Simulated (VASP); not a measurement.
# CoSi2 (AlB2 type) (P6/mmm) in VASP: a series of runs, part 2 of 2

VASP 6.6.1.

## (5) Single point, PBE

This run uses another cell than the first one, of 12.54 Å³/atom, 1.136 times its volume.

The input, INCAR:

```
PREC = Accurate
ENCUT = 520
EDIFF = 1E-7
ISMEAR = -1
SIGMA = 0.08
LREAL = False
LASPH = True
NELM = 100
ALGO = Normal
ISIF = 2
LWAVE = False
LCHARG = False
GGA = PE
NBANDS = 16
```

The input, KPOINTS:

```
Automatic mesh
0
Gamma
  10 10 8
```

The input, POSCAR:

```
CoSi2
1.0
    4.1554977752      0.0000000000      0.0000000000
   -2.0777488876      3.5987666386      0.0000000000
    0.0000000000      0.0000000000      2.5163526447
Co Si
1 2
Direct
    0.0000000000      0.0000000000      0.0000000000
    0.3333333333      0.6666666667      0.5000000000
    0.6666666667      0.3333333333      0.5000000000
```

Command:

```
$ cat potpaw_PBE.64/Co/POTCAR potpaw_PBE.64/Si/POTCAR > POTCAR
$ mpirun -np 1 vasp_std > vasp.out
```

It took 57 s on 1 thread of Intel Xeon Platinum 8488C (Sapphire Rapids), shared host; peak memory 0.18 GiB.

The run converged. Its results:

| Property | Result |
| --- | --- |
| Free energy | -16.9880 eV |
| Pressure | -0.1 GPa |

Levels at points of the mesh, in eV from the Fermi level:
| k point | band 6 | band 7 | band 8 | band 9 | band 10 | band 11 | band 12 | band 13 |
| --- | --- | --- | --- | --- | --- | --- | --- | --- |
| (0.00, 0.00, 0.00) | -1.64 | -1.64 | -0.52 | -0.52 | 0.43 | 0.43 | 3.52 | 6.99 |
| (0.50, 0.00, 0.00) | -1.99 | -0.62 | -0.54 | -0.03 | 4.51 | 5.48 | 5.53 | 6.74 |
| (0.00, 0.00, 0.50) | -1.91 | -0.84 | -0.84 | -0.29 | 0.51 | 2.83 | 5.28 | 5.28 |
| (0.50, 0.00, 0.50) | -1.27 | -1.27 | -0.50 | 0.57 | 0.78 | 0.80 | 1.67 | 3.89 |

Spin polarisation is off, so any magnetic state and its effect on volume and gap are missing.

## (6) Relaxation of shape and atoms at fixed volume, PBE

This run uses another cell than the first one, of 7.78 Å³/atom, 0.705 times its volume.

The input, INCAR:

```
SYSTEM = CoSi2
  ALGO = Normal
  EDIFF = 1E-6
  EDIFFG = -0.005
  ENCUT = 600
  GGA = PE
  IBRION = 2
  ISIF = 4
  ISMEAR = -1
  LASPH = .True.
  LCHARG = .False.
  LREAL = .False.
  LWAVE = .False.
  NELM = 100
  NSW = 50
  PREC = Accurate
  SIGMA = 0.08
```

The input, KPOINTS:

```
k-points
0
Gamma
  10 10 8
  0 0 0
```

The input, POSCAR:

```
CoSi2
1.0
    3.5434008414      0.0000000000      0.0000000000
   -1.7717004207      3.0686751444      0.0000000000
    0.0000000000      0.0000000000      2.1456986770
Co Si
1 2
Direct
    0.0000000000      0.0000000000      0.0000000000
    0.3333333333      0.6666666667      0.5000000000
    0.6666666667      0.3333333333      0.5000000000
```

Potentials or basis: VASP PAW PBE potentials, release 64 (Co, Si).

Command:

```
$ cat potpaw_PBE.64/Co/POTCAR potpaw_PBE.64/Si/POTCAR > POTCAR
$ mpirun -np 1 vasp_std > vasp.out
```

OUTCAR:

```text
SYSTEM = CoSi2
   EDIFF = 1E-6
   EDIFFG = -0.005
   ENCUT = 600
   GGA = PE
   IBRION = 2
   ISIF = 4
   ISMEAR = -1
   LASPH = .True.
   LREAL = .False.
   NELM = 100
   NSW = 50
   PREC = Accurate

 ion  position               nearest neighbor table
   1  0.000  0.000  0.000-   2 2.31   3 2.31   2 2.31   3 2.31   2 2.31   2 2.31   3 2.31   3 2.31
                             3 2.31   3 2.31   2 2.31   2 2.31
   2  0.333  0.667  0.500-   3 2.05   3 2.05   3 2.05   1 2.31   1 2.31   1 2.31   1 2.31   1 2.31
                             1 2.31   3 2.96   3 2.96   3 2.96   3 2.96   3 2.96   3 2.96
   3  0.667  0.333  0.500-   2 2.05   2 2.05   2 2.05   1 2.31   1 2.31   1 2.31   1 2.31   1 2.31
                             1 2.31   2 2.96   2 2.96   2 2.96   2 2.96   2 2.96   2 2.96

  LATTYP: Found a hexagonal cell.
 ALAT       =     3.5434008414
 C/A-ratio  =     0.6055478262

  Lattice vectors:

 A1 = (   3.5434008414,   0.0000000000,   0.0000000000)
[... 269 lines left out ...]

 k-point     1 :       0.0000    0.0000    0.0000
  band No.  band energies     occupation
      1       0.3310      2.00000
      2      10.6452      2.00000
      3      10.6452      2.00000
      4      13.5540      2.00000
      5      15.8709      2.00000
      6      16.2143      2.00000
      7      16.2143      2.00000
      8      17.9956      2.00000
      9      17.9956      2.00000
     10      20.1047      0.02804
     11      20.1047      0.02804
     12      25.0763      0.00000
[... 331 lines left out ...]
 k-point    24 :       0.4000    0.1000    0.1250
  band No.  band energies     occupation
      1       3.7292      2.00000
      2       5.4949      2.00000
      3      10.0345      2.00000
      4      13.1134      2.00000
      5      15.2317      2.00000
      6      15.3641      2.00000
      7      17.1167      2.00000
      8      17.6349      2.00000
      9      20.2544      0.00437
     10      23.8481      0.00000
     11      24.6907      0.00000
     12      26.2174      0.00000

 [... further k-points ...]
[... 5 lines left out ...]
  --------------------------------------------------------------------------------------
  -------------------------------------------------------------------------------------
  Total       29.4164356     29.4164356     29.4110184      0.0000000      0.0000000      0.0000000
  in kB     2020.0433845   2020.0433844   2019.6713817      0.0000000      0.0000000      0.0000000
  external PRESSURE =    2019.9193835 kB  Pullay stress =       0.0000000 kB
[... 18 lines left out ...]
  FREE ENERGIE OF THE ION-ELECTRON SYSTEM (eV)
  ---------------------------------------------------
  free  energy   TOTEN  =       -11.1199843286 eV

  energy  without entropy=      -11.0781679614  energy(sigma->0) =      -11.09907614

 reached required accuracy - stopping structural energy minimisation
```

CONTCAR:

```text
CoSi2
   1.00000000000000
     3.5311342264486592    0.0000000000000000    0.0000000000000000
    -1.7655671132243296    3.0580519442164027    0.0000000000000000
     0.0000000000000000    0.0000000000000000    2.1606322220928287
  Co              Si
     1     2
Direct
     0.0000000000000000    1.0000000000000000    0.0000000000000000
     0.3333333332999970    0.6666666667000030    0.5000000000000000
     0.6666666667000030    0.3333333332999970    0.5000000000000000

  0.00000000E+00  0.00000000E+00  0.00000000E+00
  0.00000000E+00  0.00000000E+00  0.00000000E+00
  0.00000000E+00  0.00000000E+00  0.00000000E+00
```

It took 20 s on 1 thread of Intel Xeon 6975P-C (Granite Rapids), shared host; peak memory 0.15 GiB.

Results:

```yaml
Free_energy: -11.1200 eV
Energy_gained_by_relaxing: 1.7 meV/atom
Ionic_steps: 3
Pressure_after_relaxing: 202.0 GPa
```

The path:
```
step  energy change (eV)  largest force (eV/Å)  pressure (GPa)  volume (Å³)
   1              0.0000                0.0000          202.09        23.33
   2              0.0042                0.0000          202.18        23.33
   3             -0.0052                0.0000          201.99        23.33
```

Final structure:
```
CELL_PARAMETERS angstrom
3.53113 0.00000 0.00000
-1.76557 3.05805 0.00000
0.00000 0.00000 2.16063
ATOMIC_POSITIONS crystal
Co 0.00000 0.00000 0.00000
Si 0.33333 0.66667 0.50000
Si 0.66667 0.33333 0.50000
```

Caveat: the k points lie up to 0.36 Å⁻¹ apart in the final cell. Spin polarisation is off, so any magnetic state and its effect on volume and gap are missing.

## (7) Summary

```csv
task,cell,cutoff (eV),gap on the mesh (eV),pressure (GPa)
single point,"a = 3.974, b = 3.974, c = 2.421 Å, angles 90.0, 90.0, 120.0°, 3 atoms",520,none,24.8
single point,"a = 4.066, b = 4.066, c = 2.470 Å, angles 90.0, 90.0, 120.0°, 3 atoms",520,none,10.3
single point,"a = 4.155, b = 4.155, c = 2.516 Å, angles 90.0, 90.0, 120.0°, 3 atoms",520,none,-0.1
relaxation of shape and atoms at fixed volume,"relaxed from a = 3.543, b = 3.543, c = 2.146 Å, angles 90.0, 90.0, 120.0°, 3 atoms",600,none,202.0
```

Alike in all rows: level PBE; potentials or basis VASP PAW PBE potentials, release 64 (Co, Si); no spin polarisation; k mesh 10 × 10 × 8; smearing fermi-dirac 0.08 eV.

Caveats: some runs use coarse meshes.

Absolute energies hang on the potentials; compare differences alone.
